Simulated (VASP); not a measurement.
## TePb (a.eB): single point with PBEsol

TePb (a.eB):

```
CELL_PARAMETERS angstrom
4.55618 0.00000 0.00000
0.00000 4.55618 0.00000
0.00000 0.00000 6.45406
ATOMIC_POSITIONS crystal
Pb 0.00000 0.00000 0.00000
Pb 0.50000 0.50000 0.50000
Te 0.50000 0.50000 0.00000
Te 0.00000 0.00000 0.50000
```

```json
{
 "Program": "VASP 6.6.1",
 "Task": "single point",
 "Functional": "PBEsol",
 "Potentials or basis": "VASP PAW PBE potentials, release 64 (Pb_d, Te)",
 "Cutoff": "500 eV",
 "k mesh": "6 × 6 × 4",
 "Occupations": "gaussian, width 0.02 eV",
 "Spin": "no spin polarisation",
 "Dipole correction": "no",
 "Further INCAR settings": "ALGO = Normal; EDIFF = 1e-06; NBANDS = 28"
}
```

```json
{
  "Pressure": "-0.1 GPa",
  "Band gap on the k mesh": "0.65 eV"
}
```

Stress tensor (GPa, compression positive):
```
-0.16  0.00  0.00
 0.00 -0.16  0.00
 0.00  0.00 -0.05
```

Levels at points of the mesh, in eV from the valence-band top:
```
           k point  band 17  band 18  band 19  band 20  band 21  band 22  band 23  band 24
(0.00, 0.00, 0.00)    -2.84    -1.37    -1.37    -1.35     3.18     4.04     4.08     4.08
(0.50, 0.00, 0.00)    -1.09    -1.09    -0.64    -0.64     1.64     1.64     1.76     1.76
(0.50, 0.50, 0.00)    -2.85    -2.85    -2.84    -2.84     3.18     3.18     5.46     5.46
(0.00, 0.00, 0.50)    -2.19    -2.19    -1.45    -1.45     2.58     2.58     3.96     3.96
(0.50, 0.00, 0.50)    -0.89    -0.89     0.00     0.00     0.65     0.65     1.22     1.22
(0.50, 0.50, 0.50)    -3.86    -3.86    -0.36    -0.36     1.62     1.62     5.18     5.18
```

Run time: 2.8 min on 1 thread of Intel Xeon 8259CL, on a shared host, peak memory 0.29 GiB.

Caveat: the PAW data sets were made with another functional, which shifts forces and pressure a little; spin-orbit coupling is left out, which moves the levels of the heavy elements. A k mesh can miss the band edges.
